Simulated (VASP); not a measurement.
# C (Fd-3m) in VASP: further runs

The runs below take C through single point, with r2SCAN.

Program: VASP 6.6.1. These are calculated values, not measurements. Logs are shortened: lines on timing, memory, paths and dates and some standing lists are left out, and cuts for length are marked.

## 1. The cell of the first run

Symmetry: Fd-3m, No. 227, cubic system. The conventional cell has a = 3.560 Å, b = 3.560 Å, c = 3.560 Å, α = 90.00°, β = 90.00°, γ = 90.00°. Within 2.1 Å of C (site symmetry -43m) lie 4 C at 1.54 Å.

## 2. Single point, r2SCAN

Contents of POSCAR:

```
C
1.0
    0.0000000000      1.7799416898      1.7799416898
    1.7799416898      0.0000000000      1.7799416898
    1.7799416898      1.7799416898      0.0000000000
C
2
Direct
    0.5000000000      0.5000000000      0.5000000000
    0.7500000000      0.7500000000      0.7500000000
```

Contents of INCAR.step1:

```
PREC = Accurate
ENCUT = 660
ISMEAR = 0
SIGMA = 0.01
LREAL = False
LASPH = True
NELM = 120
NBANDS = 11
GGA = PE
ALGO = Normal
EDIFF = 1E-5
LWAVE = True
LCHARG = False
GGA_COMPAT = False
```

Contents of INCAR.step2:

```
PREC = Accurate
ENCUT = 660
EDIFF = 1E-6
ISMEAR = 0
SIGMA = 0.01
LREAL = False
LASPH = True
NELM = 120
ALGO = Normal
ISIF = 2
LWAVE = False
LCHARG = False
METAGGA = R2SCAN
LMIXTAU = True
NBANDS = 11
ISTART = 1
GGA_COMPAT = False
```

Contents of KPOINTS:

```
Automatic mesh
0
Gamma
  11 11 11
```

Potentials or basis: VASP PAW PBE potentials, release 64 (C).

The run is started by

```
> cat potpaw_PBE.64/C/POTCAR > POTCAR
> cp INCAR.step1 INCAR
> mpirun -np 1 vasp_std > vasp.out
> cp INCAR.step2 INCAR
> mpirun -np 1 vasp_std > vasp.out
```

OUTCAR:

```text
PREC = Accurate
   ENCUT = 660
   EDIFF = 1E-6
   ISMEAR = 0
   LREAL = False
   LASPH = True
   NELM = 120
   ISIF = 2
   METAGGA = R2SCAN
   ISTART = 1

 ion  position               nearest neighbor table
   1  0.500  0.500  0.500-   2 1.54   2 1.54   2 1.54   2 1.54
   2  0.750  0.750  0.750-   1 1.54   1 1.54   1 1.54   1 1.54

  LATTYP: Found a face centered cubic cell.
 ALAT       =     3.5598833796

  Lattice vectors:

 A1 = (   0.0000000000,   1.7799416898,   1.7799416898)
 A2 = (   1.7799416898,   0.0000000000,   1.7799416898)
 A3 = (   1.7799416898,   1.7799416898,   0.0000000000)

Analysis of symmetry for initial positions (statically):
=====================================================================
 Subroutine PRICEL returns:
 Original cell was already a primitive cell.

 Routine SETGRP: Setting up the symmetry group for a
 face centered cubic supercell.

 Subroutine GETGRP returns: Found 48 space group operations
 (whereof 24 operations were pure point group operations)
 out of a pool of 48 trial point group operations.

The static configuration has the point symmetry T_d .
 The point group associated with its full space group is O_h .

Analysis of symmetry for dynamics (positions and initial velocities):
=====================================================================
 Subroutine PRICEL returns:
 Original cell was already a primitive cell.

 Routine SETGRP: Setting up the symmetry group for a
 face centered cubic supercell.

 Subroutine GETGRP returns: Found 48 space group operations
 (whereof 24 operations were pure point group operations)
 out of a pool of 48 trial point group operations.

The dynamic configuration has the point symmetry T_d .
 The point group associated with its full space group is O_h .

 Subroutine INISYM returns: Found 48 space group operations
 (whereof 24 operations are pure point group operations),
 and found     1 'primitive' translations

----------------------------------------------------------------------------------------

                                     Primitive cell

  volume of cell :      11.2784

  direct lattice vectors                    reciprocal lattice vectors
     0.000000000  1.779941690  1.779941690    -0.280908079  0.280908079  0.280908079
     1.779941690  0.000000000  1.779941690     0.280908079 -0.280908079  0.280908079
     1.779941690  1.779941690  0.000000000     0.280908079  0.280908079 -0.280908079

  length of vectors
     2.517217678  2.517217678  2.517217678     0.486547064  0.486547064  0.486547064

  position of ions in fractional coordinates (direct lattice)
     0.500000000  0.500000000  0.500000000
     0.750000000  0.750000000  0.750000000

  ion indices of the primitive-cell ions
   primitive index   ion index
                 1           1
                 2           2

----------------------------------------------------------------------------------------

 KPOINTS: Automatic mesh

Automatic generation of k-mesh.
 Grid dimensions read from file:
 generate k-points for:   11   11   11

 Generating k-lattice:

  Cartesian coordinates                     Fractional coordinates (reciprocal lattice)
    -0.025537098  0.025537098  0.025537098     0.090909091  0.000000000  0.000000000
     0.025537098 -0.025537098  0.025537098     0.000000000  0.090909091  0.000000000
     0.025537098  0.025537098 -0.025537098     0.000000000  0.000000000  0.090909091

  Length of vectors
     0.044231551  0.044231551  0.044231551

  Shift w.r.t. Gamma in fractional coordinates (k-lattice)
     0.000000000  0.000000000  0.000000000

 Subroutine IBZKPT returns following result:
 ===========================================

 Found     56 irreducible k-points:

 Following reciprocal coordinates:
            Coordinates               Weight
  0.000000  0.000000  0.000000      1.000000
  0.090909  0.000000  0.000000      8.000000
  0.181818  0.000000  0.000000      8.000000
  0.272727  0.000000  0.000000      8.000000
  0.363636  0.000000  0.000000      8.000000
  0.454545  0.000000  0.000000      8.000000
[... 16 lines left out ...]
 -0.272727  0.181818  0.000000     24.000000
 -0.181818  0.181818  0.000000     12.000000
 [... further k-points ...]
   k-points           NKPTS =     56   k-points in BZ     NKDIM =     56   number of bands    NBANDS=     11
   number of dos      NEDOS =    301   number of ions     NIONS =      2
   total plane-waves  NPLWV =  13824
   dimension x,y,z NGX =    24 NGY =   24 NGZ =   24
   dimension x,y,z NGXF=    48 NGYF=   48 NGZF=   48
   ions per type =               2
   NGX,Y,Z   is equivalent  to a cutoff of  15.85, 15.85, 15.85 a.u.
   NGXF,Y,Z  is equivalent  to a cutoff of  31.70, 31.70, 31.70 a.u.
 SYSTEM =  unknown system
   PREC   = accura    normal or accurate (medium, high low for compatibility)
   ISTART =      1    job   : 0-new  1-cont  2-samecut
   ICHARG =      0    charge: 1-file 2-atom 10-const
   ISPIN  =      1    spin polarized calculation?
   LNONCOLLINEAR =      F non collinear calculations
   LSORBIT =      F    spin-orbit coupling
   LASPH  =      T    aspherical Exc in radial PAW
   ENCUT  =  660.0 eV  48.51 Ry    6.96 a.u.   5.27  5.27  5.27*2*pi/ulx,y,z
   NELM   =    120;   NELMIN=  2; NELMDL=  0     # of ELM steps
   EDIFF  = 0.1E-05   stopping-criterion for ELM
   LREAL  =      F    real-space projection
   EDIFFG = 0.1E-04   stopping-criterion for IOM
   NSW    =      0    number of steps for IOM
   IBRION =     -1    ionic relax: 0-MD 1-quasi-New 2-CG
   NFREE  =      0    steps in history (QN), initial steepest desc. (CG)
   ISIF   =      2    stress and relaxation
   ISYM   =      2    0-nonsym 1-usesym 2-fastsym
   POTIM  = 0.5000    time-step for ionic-motion
   TEBEG  =    0.0;   TEEND  =   0.0 temperature during run
   PSTRESS=    0.0 pullay stress
   NELECT =       8.0000    total number of electrons
   NUPDOWN=      -1.0000    fix difference up-down
   EMIN   =  10.00;   EMAX   =-10.00  energy-range for DOS
   EFERMI =   0.00;   METHOD = LEGACY
   ISMEAR =     0;   SIGMA  =   0.01  broadening in eV -4-tet -1-fermi 0-gaus
   EFERMI_NEDOS =   21; number of points for ismear=-14 and -15
   IALGO  =     38    algorithm
   IMIX   =      4    mixing-type and parameters
     AMIX     =   0.40;   BMIX     =  1.00
     AMIX_MAG =   1.60;   BMIX_MAG =  1.00
  volume/ion in A,a.u.               =       5.64        38.06
  Fermi-wavevector in a.u.,A,eV,Ry     =   1.460010  2.759018 29.002561  2.131628
  Thomas-Fermi vector in A             =   2.576510
   LORBIT       =      0    0 simple, 1 ext, 2 COOP (PROOUT), +10 PAW based schemes
   METAGGA = R2SCAN    functional components
   LHFCALC =     F    Hartree Fock is set to
   AEXX    =    0.0000 exact exchange contribution
   IVDW    =     0    specifies the selected vdW correction
   LEPSILON=     F    determine dielectric tensor
   LRPA    =     F    only Hartree local field effects (RPA)
 non-spin polarized calculation
 Gauss-broadening in eV      SIGMA  =   0.01
  energy-cutoff  :      660.00
  volume of cell :       11.28
 maximum number of plane-waves:       444
 NGX is ok and might be reduce to    24
   NGX = 11   NGY = 11   NGZ = 11

 number of electron       8.0000000 magnetization

 Free energy of the ion-electron system (eV)
  ---------------------------------------------------
  ext. energy  EPLUGINS =         0.00000000
  ---------------------------------------------------
  free energy    TOTEN  =       -19.66907097 eV

  energy without entropy =      -19.66907097  energy(sigma->0) =      -19.66907097

 E-fermi :   9.9027     XC(G=0): -14.2885

 val. band max:        9.7938362392   @ k =   0.0000   0.0000   0.0000
 cond. band min:      14.1285035633   @ k =   0.3636   0.3636   0.0000
 fundamental gap:      4.3346673241
 Fermi energy:         9.9027234796

 k-point     1 :       0.0000    0.0000    0.0000
  band No.  band energies     occupation
      1     -12.9798      2.00000
      2       9.7938      2.00000
      3       9.7938      2.00000
      4       9.7938      2.00000
      5      15.6457      0.00000
      6      15.6457      0.00000
      7      15.6457      0.00000
      8      23.7493      0.00000
      9      30.2718      0.00000
     10      37.2476      0.00000
     11      37.2476      0.00000

 k-point     2 :       0.0909    0.0000    0.0000
  band No.  band energies     occupation
      1     -12.7401      2.00000
      2       8.2574      2.00000
      3       9.3878      2.00000
      4       9.3878      2.00000
      5      16.1784      0.00000
      6      16.1784      0.00000
      7      16.5315      0.00000
      8      23.9865      0.00000
      9      30.6757      0.00000
     10      34.9955      0.00000
     11      34.9955      0.00000

 k-point     3 :       0.1818    0.0000    0.0000
  band No.  band energies     occupation
      1     -12.0244      2.00000
      2       5.2282      2.00000
      3       8.5495      2.00000
      4       8.5495      2.00000
      5      17.2724      0.00000
      6      17.2724      0.00000
      7      17.7424      0.00000
      8      24.6582      0.00000
      9      31.4492      0.00000
     10      33.3682      0.00000
     11      33.3682      0.00000
[... 267 lines left out ...]
 k-point    23 :      -0.2727    0.1818    0.0000
  band No.  band energies     occupation
      1      -9.0101      2.00000
      2       0.4066      2.00000
      3       3.3594      2.00000
      4       7.0808      2.00000
      5      18.5473      0.00000
      6      19.4776      0.00000
      7      21.5018      0.00000
      8      24.7715      0.00000
      9      31.3207      0.00000
     10      31.5801      0.00000
     11      35.6930      0.00000

 k-point    24 :      -0.1818    0.1818    0.0000
  band No.  band energies     occupation
      1     -10.4563      2.00000
      2       3.0504      2.00000
      3       4.0983      2.00000
      4       8.0354      2.00000
      5      18.2183      0.00000
      6      18.8931      0.00000
      7      20.2469      0.00000
      8      24.2434      0.00000
      9      30.6454      0.00000
     10      32.2479      0.00000
     11      34.7080      0.00000

 [... further k-points ...]

------------------------ aborting loop because EDIFF is reached ----------------------------------------

  FORCE on cell =-STRESS in cart. coord.  units (eV):
  Direction    XX          YY          ZZ          XY          YZ          ZX
  --------------------------------------------------------------------------------------
  -------------------------------------------------------------------------------------
  Total        0.0202803      0.0202803      0.0202803      0.0000000      0.0000000     -0.0000000
  in kB        2.8809615      2.8809615      2.8809615      0.0000000      0.0000000     -0.0000000
  external PRESSURE =       2.8809615 kB  Pullay stress =       0.0000000 kB

 VOLUME and BASIS-vectors are now :
 -----------------------------------------------------------------------------
  energy-cutoff  :      660.00
  volume of cell :       11.28
      direct lattice vectors                 reciprocal lattice vectors
     0.000000000  1.779941690  1.779941690    -0.280908079  0.280908079  0.280908079
     1.779941690  0.000000000  1.779941690     0.280908079 -0.280908079  0.280908079
     1.779941690  1.779941690  0.000000000     0.280908079  0.280908079 -0.280908079

 POSITION                                       TOTAL-FORCE (eV/Angst)
 -----------------------------------------------------------------------------------
      1.77994      1.77994      1.77994         0.000000     -0.000000     -0.000000
      2.66991      2.66991      2.66991        -0.000000      0.000000      0.000000
 -----------------------------------------------------------------------------------
    total drift:                                0.000000      0.000000      0.000000

  FREE ENERGIE OF THE ION-ELECTRON SYSTEM (eV)
  ---------------------------------------------------
  free  energy   TOTEN  =       -19.6690709733 eV

  energy  without entropy=      -19.6690709733  energy(sigma->0) =      -19.66907097
```

It took 28 s on 1 thread of AMD EPYC 9R45 (Zen 5), shared host; peak memory 0.11 GiB.

What came out:

* Free energy: -19.6691 eV
* Pressure: 0.3 GPa
* Band gap on the k mesh: 4.33 eV (least direct gap 5.85 eV)

Caveat: the PAW data sets were made with another functional, which shifts forces and pressure a little; an odd mesh through Γ misses points on the zone boundary, where band edges can lie.

## 3. Single point, r2SCAN

This run uses another cell than the first one, of 5.67 Å³/atom.

Contents of POSCAR:

```
C
1.0
    0.0000000000      1.7833700000      1.7833700000
    1.7833700000      0.0000000000      1.7833700000
    1.7833700000      1.7833700000      0.0000000000
C
2
Direct
    0.5000000000      0.5000000000      0.5000000000
    0.7500000000      0.7500000000      0.7500000000
```

Contents of INCAR.step1:

```
SYSTEM = C
PREC = Accurate
ENCUT = 660
ISMEAR = 0
SIGMA = 0.01
LREAL = .FALSE.
LASPH = .TRUE.
NELM = 120
NBANDS = 11
GGA = PE
ALGO = Normal
EDIFF = 1E-5
LWAVE = .TRUE.
LCHARG = .FALSE.
GGA_COMPAT = .FALSE.
```

Contents of INCAR.step2:

```
SYSTEM = C
PREC = Accurate
ENCUT = 660
EDIFF = 1E-6
ISMEAR = 0
SIGMA = 0.01
LREAL = .FALSE.
LASPH = .TRUE.
NELM = 120
ALGO = Normal
ISIF = 2
LWAVE = .FALSE.
LCHARG = .FALSE.
METAGGA = R2SCAN
LMIXTAU = .TRUE.
NBANDS = 11
ISTART = 1
GGA_COMPAT = .FALSE.
```

Contents of KPOINTS:

```
Automatic mesh
0
G
  11 11 11
  0 0 0
```

Potentials or basis: VASP PAW PBE potentials, release 64 (C).

The run is started by

```
> cat potpaw_PBE.64/C/POTCAR > POTCAR
> cp INCAR.step1 INCAR
> mpirun -np 1 vasp_std > vasp.out
> cp INCAR.step2 INCAR
> mpirun -np 1 vasp_std > vasp.out
```

Run time: 27 s. Hardware: 1 thread of AMD EPYC 9R45 (Zen 5), shared host; peak memory 0.1 GiB.

Results (log left out):

| Property | Result |
| --- | --- |
| Free energy | -19.6690 eV |
| Pressure | -2.3 GPa |
| Band gap on the k mesh | 4.32 eV (least direct gap 5.84 eV) |

Levels at points of the mesh, in eV from the valence-band top:
```
           k point  band 2  band 3  band 4  band 5  band 6  band 7
(0.00, 0.00, 0.00)    0.00    0.00    0.00    5.84    5.84    5.84
```

Caveat: the PAW data sets were made with another functional, which shifts forces and pressure a little; an odd mesh through Γ misses points on the zone boundary, where band edges can lie.
